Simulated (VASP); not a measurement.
# Tm3F (Fm-3m) in VASP: notebook

Runs on Tm3F. Level: PBE. Tasks: single point, relaxation of cell and atoms.

Everything below comes from runs of VASP 6.6.1. Logs are shortened: lines on timing, memory, paths and dates and some standing lists are left out, and cuts for length are marked.

**1. The cell of the first run**

It takes space group Fm-3m (No. 225, cubic). The conventional cell has a = 6.977 Å, b = 6.977 Å, c = 6.977 Å, α = 90.00°, β = 90.00°, γ = 90.00°. Tm (site symmetry -43m) has 10 Tm at 3.02 to 3.49 Å and 4 F at 3.02 Å within 4.0 Å. Tm (site symmetry m-3m) has 8 Tm at 3.02 Å and 6 F at 3.49 Å within 4.0 Å. Within 4.0 Å of F (site symmetry m-3m) lie 14 Tm at 3.02 to 3.49 Å.

The cell was generated, and may not be a known phase.

**2. Single point, PBE**

INCAR

```
PREC = Accurate ; ENCUT = 600
EDIFF = 1E-6 ; ISMEAR = 0
SIGMA = 0.1 ; LREAL = F
LASPH = T ; NELM = 200
ALGO = Normal ; ISIF = 2
LWAVE = F ; LCHARG = F
GGA = PE ; NBANDS = 25
GGA_COMPAT = F ; LMAXMIX = 6
```

KPOINTS

```
Automatic mesh
0
Gamma
  4 4 4
```

POSCAR

```
Tm3F
1.0
    0.0000000000      3.4885238000      3.4885238000
    3.4885238000      0.0000000000      3.4885238000
    3.4885238000      3.4885238000      0.0000000000
Tm F
3 1
Direct
    0.2500000000      0.2500000000      0.2500000000
    0.7500000000      0.7500000000      0.7500000000
    0.0000000000      0.0000000000      0.0000000000
    0.5000000000      0.5000000000      0.5000000000
```

Potentials or basis: VASP PAW PBE potentials, release 64 (Tm_3, F), 4f in core.

The run is started by

```console
$ cat potpaw_PBE.64/Tm_3/POTCAR potpaw_PBE.64/F/POTCAR > POTCAR
$ mpirun -np 1 vasp_std > vasp.out
```

OUTCAR:

```text
PREC = Accurate
   ENCUT = 600
   EDIFF = 1E-6
   ISMEAR = 0
   LREAL = F
   LASPH = T
   NELM = 200
   ISIF = 2
   GGA = PE

 ion  position               nearest neighbor table
   1  0.250  0.250  0.250-   3 3.02   3 3.02   3 3.02   3 3.02   2 3.49   2 3.49   2 3.49   2 3.49
                             2 3.49   2 3.49
   2  0.750  0.750  0.750-   3 3.02   3 3.02   3 3.02   3 3.02   1 3.49   1 3.49   1 3.49   1 3.49
                             1 3.49   1 3.49
   3  0.000  0.000  0.000-   2 3.02   2 3.02   2 3.02   1 3.02   2 3.02   1 3.02   1 3.02   1 3.02

   4  0.500  0.500  0.500-

  LATTYP: Found a face centered cubic cell.
 ALAT       =     6.9770476000

  Lattice vectors:

 A1 = (   0.0000000000,   3.4885238000,   3.4885238000)
 A2 = (   3.4885238000,   0.0000000000,   3.4885238000)
 A3 = (   3.4885238000,   3.4885238000,   0.0000000000)

Analysis of symmetry for initial positions (statically):
=====================================================================
 Subroutine PRICEL returns:
 Original cell was already a primitive cell.

 Routine SETGRP: Setting up the symmetry group for a
 face centered cubic supercell.

 Subroutine GETGRP returns: Found 48 space group operations
 (whereof 48 operations were pure point group operations)
 out of a pool of 48 trial point group operations.

The static configuration has the point symmetry O_h .

Analysis of symmetry for dynamics (positions and initial velocities):
=====================================================================
 Subroutine PRICEL returns:
 Original cell was already a primitive cell.

 Routine SETGRP: Setting up the symmetry group for a
 face centered cubic supercell.

 Subroutine GETGRP returns: Found 48 space group operations
 (whereof 48 operations were pure point group operations)
 out of a pool of 48 trial point group operations.

The dynamic configuration has the point symmetry O_h .

 Subroutine INISYM returns: Found 48 space group operations
 (whereof 48 operations are pure point group operations),
 and found     1 'primitive' translations

----------------------------------------------------------------------------------------

                                     Primitive cell

  volume of cell :      84.9093

  direct lattice vectors                    reciprocal lattice vectors
     0.000000000  3.488523800  3.488523800    -0.143327100  0.143327100  0.143327100
     3.488523800  0.000000000  3.488523800     0.143327100 -0.143327100  0.143327100
     3.488523800  3.488523800  0.000000000     0.143327100  0.143327100 -0.143327100

  length of vectors
     4.933517671  4.933517671  4.933517671     0.248249820  0.248249820  0.248249820

  position of ions in fractional coordinates (direct lattice)
     0.250000000  0.250000000  0.250000000
     0.750000000  0.750000000  0.750000000
     0.000000000  0.000000000  0.000000000
     0.500000000  0.500000000  0.500000000

  ion indices of the primitive-cell ions
   primitive index   ion index
                 1           1
                 2           2
                 3           3
                 4           4

----------------------------------------------------------------------------------------

 KPOINTS: Automatic mesh

Automatic generation of k-mesh.
 Grid dimensions read from file:
 generate k-points for:    4    4    4

 Generating k-lattice:

  Cartesian coordinates                     Fractional coordinates (reciprocal lattice)
    -0.035831775  0.035831775  0.035831775     0.250000000  0.000000000  0.000000000
     0.035831775 -0.035831775  0.035831775     0.000000000  0.250000000  0.000000000
     0.035831775  0.035831775 -0.035831775     0.000000000  0.000000000  0.250000000

  Length of vectors
     0.062062455  0.062062455  0.062062455

  Shift w.r.t. Gamma in fractional coordinates (k-lattice)
     0.000000000  0.000000000  0.000000000

 Subroutine IBZKPT returns following result:
 ===========================================

 Found      8 irreducible k-points:

 Following reciprocal coordinates:
            Coordinates               Weight
  0.000000  0.000000  0.000000      1.000000
  0.250000  0.000000  0.000000      8.000000
  0.500000  0.000000  0.000000      4.000000
  0.250000  0.250000  0.000000      6.000000
  0.500000  0.250000  0.000000     24.000000
 -0.250000  0.250000  0.000000     12.000000
  0.500000  0.500000  0.000000      3.000000
 -0.250000  0.500000  0.250000      6.000000
   k-points           NKPTS =      8   k-points in BZ     NKDIM =      8   number of bands    NBANDS=     25
   number of dos      NEDOS =    301   number of ions     NIONS =      4
   total plane-waves  NPLWV =  64000
   dimension x,y,z NGX =    40 NGY =   40 NGZ =   40
   dimension x,y,z NGXF=    80 NGYF=   80 NGZF=   80
   ions per type =               3   1
   NGX,Y,Z   is equivalent  to a cutoff of  13.48, 13.48, 13.48 a.u.
   NGXF,Y,Z  is equivalent  to a cutoff of  26.96, 26.96, 26.96 a.u.
 SYSTEM =  unknown system
   PREC   = accura    normal or accurate (medium, high low for compatibility)
   ISTART =      0    job   : 0-new  1-cont  2-samecut
   ICHARG =      2    charge: 1-file 2-atom 10-const
   ISPIN  =      1    spin polarized calculation?
   LNONCOLLINEAR =      F non collinear calculations
   LSORBIT =      F    spin-orbit coupling
   LASPH  =      T    aspherical Exc in radial PAW
   ENCUT  =  600.0 eV  44.10 Ry    6.64 a.u.   9.85  9.85  9.85*2*pi/ulx,y,z
   NELM   =    200;   NELMIN=  2; NELMDL= -5     # of ELM steps
   EDIFF  = 0.1E-05   stopping-criterion for ELM
   LREAL  =      F    real-space projection
   EDIFFG = 0.1E-04   stopping-criterion for IOM
   NSW    =      0    number of steps for IOM
   IBRION =     -1    ionic relax: 0-MD 1-quasi-New 2-CG
   NFREE  =      0    steps in history (QN), initial steepest desc. (CG)
   ISIF   =      2    stress and relaxation
   ISYM   =      2    0-nonsym 1-usesym 2-fastsym
   POTIM  = 0.5000    time-step for ionic-motion
   TEBEG  =    0.0;   TEEND  =   0.0 temperature during run
   PSTRESS=    0.0 pullay stress
   NELECT =      34.0000    total number of electrons
   NUPDOWN=      -1.0000    fix difference up-down
   EMIN   =  10.00;   EMAX   =-10.00  energy-range for DOS
   EFERMI =   0.00;   METHOD = LEGACY
   ISMEAR =     0;   SIGMA  =   0.10  broadening in eV -4-tet -1-fermi 0-gaus
   EFERMI_NEDOS =   21; number of points for ismear=-14 and -15
   IALGO  =     38    algorithm
   IMIX   =      4    mixing-type and parameters
     AMIX     =   0.40;   BMIX     =  1.00
     AMIX_MAG =   1.60;   BMIX_MAG =  1.00
  volume/ion in A,a.u.               =      21.23       143.25
  Fermi-wavevector in a.u.,A,eV,Ry     =   1.206654  2.280246 19.810274  1.456014
  Thomas-Fermi vector in A             =   2.342315
   LORBIT       =      0    0 simple, 1 ext, 2 COOP (PROOUT), +10 PAW based schemes
   GGA     = PE    functional components
   LHFCALC =     F    Hartree Fock is set to
   AEXX    =    0.0000 exact exchange contribution
   IVDW    =     0    specifies the selected vdW correction
   LEPSILON=     F    determine dielectric tensor
   LRPA    =     F    only Hartree local field effects (RPA)
 non-spin polarized calculation
 Gauss-broadening in eV      SIGMA  =   0.10
  energy-cutoff  :      600.00
  volume of cell :       84.91
 maximum number of plane-waves:      2874
   NGX = 19   NGY = 19   NGZ = 19

 number of electron      34.0000008 magnetization

 Free energy of the ion-electron system (eV)
  ---------------------------------------------------
  ext. energy  EPLUGINS =         0.00000000
  ---------------------------------------------------
  free energy    TOTEN  =       -14.93810375 eV

  energy without entropy =      -14.89615009  energy(sigma->0) =      -14.91712692

 E-fermi :   3.6295     XC(G=0): -10.5552

 val. band max:        3.5633698351   @ k =   0.5000   0.0000   0.0000
 cond. band min:       3.6449146152   @ k =   0.2500   0.0000   0.0000
 fundamental gap:      0.0815447800
 Fermi energy:         3.6295308253

 k-point     1 :       0.0000    0.0000    0.0000
  band No.  band energies     occupation
      1     -21.8595      2.00000
      2     -21.8595      2.00000
      3     -21.8595      2.00000
      4     -21.7540      2.00000
      5     -21.7540      2.00000
      6     -21.7540      2.00000
[... 17 lines left out ...]
     24       8.8292      0.00000
     25       8.8293      0.00000

 k-point     2 :       0.2500    0.0000    0.0000
  band No.  band energies     occupation
      1     -21.9759      2.00000
      2     -21.9600      2.00000
      3     -21.9600      2.00000
      4     -21.6716      2.00000
      5     -21.6716      2.00000
      6     -21.5812      2.00000
[... 17 lines left out ...]
     24       7.5434      0.00000
     25       7.8396      0.00000

 k-point     3 :       0.5000    0.0000    0.0000
  band No.  band energies     occupation
      1     -22.0182      2.00000
      2     -22.0182      2.00000
      3     -21.9573      2.00000
      4     -21.6395      2.00000
      5     -21.6331      2.00000
      6     -21.6331      2.00000
[... 17 lines left out ...]
     24       6.2560      0.00000
     25       6.2560      0.00000

 k-point     4 :       0.2500    0.2500    0.0000
  band No.  band energies     occupation
      1     -22.0767      2.00000
      2     -22.0767      2.00000
      3     -21.8551      2.00000
      4     -21.6012      2.00000
      5     -21.5703      2.00000
      6     -21.5703      2.00000
[... 17 lines left out ...]
     24       8.0352      0.00000
     25       8.0381      0.00000

 k-point     5 :       0.5000    0.2500    0.0000
  band No.  band energies     occupation
      1     -22.1202      2.00000
      2     -22.1192      2.00000
      3     -21.8777      2.00000
      4     -21.6863      2.00000
      5     -21.5402      2.00000
      6     -21.5072      2.00000
[... 17 lines left out ...]
     24       6.7183      0.00000
     25       7.3880      0.00000

 k-point     6 :      -0.2500    0.2500    0.0000
  band No.  band energies     occupation
      1     -22.0677      2.00000
      2     -22.0274      2.00000
      3     -21.9745      2.00000
      4     -21.6715      2.00000
      5     -21.6161      2.00000
      6     -21.4989      2.00000
[... 17 lines left out ...]
     24       6.4889      0.00000
     25       7.6071      0.00000

 k-point     7 :       0.5000    0.5000    0.0000
  band No.  band energies     occupation
      1     -22.1957      2.00000
      2     -22.1957      2.00000
      3     -21.8557      2.00000
      4     -21.4749      2.00000
      5     -21.4749      2.00000
      6     -21.4620      2.00000
[... 17 lines left out ...]
     24       7.8629      0.00000
     25       7.8630      0.00000

 k-point     8 :      -0.2500    0.5000    0.2500
  band No.  band energies     occupation
      1     -22.2277      2.00000
      2     -21.9536      2.00000
      3     -21.9536      2.00000
      4     -21.8051      2.00000
      5     -21.4623      2.00000
      6     -21.4561      2.00000
[... 17 lines left out ...]
     24       6.5529      0.00000
     25       7.5970      0.00000

------------------------ aborting loop because EDIFF is reached ----------------------------------------

  FORCE on cell =-STRESS in cart. coord.  units (eV):
  Direction    XX          YY          ZZ          XY          YZ          ZX
  --------------------------------------------------------------------------------------
  -------------------------------------------------------------------------------------
  Total        6.0672466      6.0672466      6.0672466      0.0000000     -0.0000000      0.0000000
  in kB      114.4846237    114.4846237    114.4846237      0.0000000     -0.0000000      0.0000000
  external PRESSURE =     114.4846237 kB  Pullay stress =       0.0000000 kB

 VOLUME and BASIS-vectors are now :
 -----------------------------------------------------------------------------
  energy-cutoff  :      600.00
  volume of cell :       84.91
      direct lattice vectors                 reciprocal lattice vectors
     0.000000000  3.488523800  3.488523800    -0.143327100  0.143327100  0.143327100
     3.488523800  0.000000000  3.488523800     0.143327100 -0.143327100  0.143327100
     3.488523800  3.488523800  0.000000000     0.143327100  0.143327100 -0.143327100

 POSITION                                       TOTAL-FORCE (eV/Angst)
 -----------------------------------------------------------------------------------
      1.74426      1.74426      1.74426         0.000000      0.000000      0.000000
      5.23279      5.23279      5.23279        -0.000000     -0.000000     -0.000000
      0.00000      0.00000      0.00000         0.000000      0.000000      0.000000
      3.48852      3.48852      3.48852         0.000000      0.000000      0.000000
 -----------------------------------------------------------------------------------
    total drift:                               -0.000000      0.000000      0.000000

  FREE ENERGIE OF THE ION-ELECTRON SYSTEM (eV)
  ---------------------------------------------------
  free  energy   TOTEN  =       -14.9381037463 eV

  energy  without entropy=      -14.8961500940  energy(sigma->0) =      -14.91712692
```

Run time: 21 s. Hardware: 1 thread of Intel Xeon 6975P-C (Granite Rapids), shared host; peak memory 0.23 GiB.

Results:

```
Free energy            : -14.9381 eV
Pressure               : 11.4 GPa
Band gap on the k mesh : zero (bands 17 and 18 overlap by 1.17 eV)
```

Caveat: the k points lie up to 0.39 Å⁻¹ apart, too coarse for converged energies and pressures of a metal; spin-orbit coupling is left out, which moves the levels of the heavy elements; the 4f electrons are frozen in the core, so they carry no moment and show no levels; the run has no spin polarisation, though such a crystal can be magnetic. Spin polarisation is off, so any magnetic state and its effect on volume and gap are missing.

**3. Single point, PBE**

This run uses another cell than the first one, of 26.12 Å³/atom.

INCAR

```
SYSTEM = Tm3F
PREC = Accurate
ENCUT = 600
EDIFF = 1E-6
ISMEAR = 0
SIGMA = 0.1
LREAL = .False.
LASPH = .True.
NELM = 200
ALGO = Normal
ISIF = 2
LWAVE = .False.
LCHARG = .False.
GGA = PE
NBANDS = 25
GGA_COMPAT = .False.
LMAXMIX = 6
```

KPOINTS

```
regular mesh
0
Gamma
  4 4 4
  0 0 0
```

POSCAR

```
Tm3F
1.0
    0.0000000000      3.7381412846      3.7381412846
    3.7381412846      0.0000000000      3.7381412846
    3.7381412846      3.7381412846      0.0000000000
Tm F
3 1
Direct
    0.2500000000      0.2500000000      0.2500000000
    0.7500000000      0.7500000000      0.7500000000
    0.0000000000      0.0000000000      0.0000000000
    0.5000000000      0.5000000000      0.5000000000
```

Potentials or basis: VASP PAW PBE potentials, release 64 (Tm_3, F), 4f in core.

The run is started by

```console
$ cat potpaw_PBE.64/Tm_3/POTCAR potpaw_PBE.64/F/POTCAR > POTCAR
$ mpirun -np 1 vasp_std > vasp.out
```

It took 28 s on 1 thread of Intel Xeon 6975P-C (Granite Rapids), shared host; peak memory 0.24 GiB.

It converged, with:

| Quantity | Value |
| --- | --- |
| Free energy | -15.5850 eV |
| Pressure | 0.5 GPa |
| Band gap on the k mesh | zero (bands 17 and 18 overlap by 0.87 eV) |

Levels at points of the mesh, in eV from the Fermi level:
```csv
k point,band 14,band 15,band 16,band 17,band 18,band 19,band 20,band 21
"(0.00, 0.00, 0.00)",-4.18,-0.99,-0.99,0.65,0.65,0.65,0.87,0.87
"(0.50, 0.00, 0.00)",-2.04,-1.42,-0.13,0.03,0.03,0.77,0.77,0.83
"(0.50, 0.50, 0.00)",-1.95,-1.79,-1.15,-0.42,0.44,0.56,0.56,2.01
```

Caveat: the k points lie up to 0.36 Å⁻¹ apart, too coarse for converged energies and pressures of a metal; spin-orbit coupling is left out, which moves the levels of the heavy elements; the 4f electrons are frozen in the core, so they carry no moment and show no levels; the run has no spin polarisation, though such a crystal can be magnetic. Spin polarisation is off, so any magnetic state and its effect on volume and gap are missing.

[end of part 1 of 3]

The gap in the log of VASP goes by the Fermi energy; the results here count the filled bands.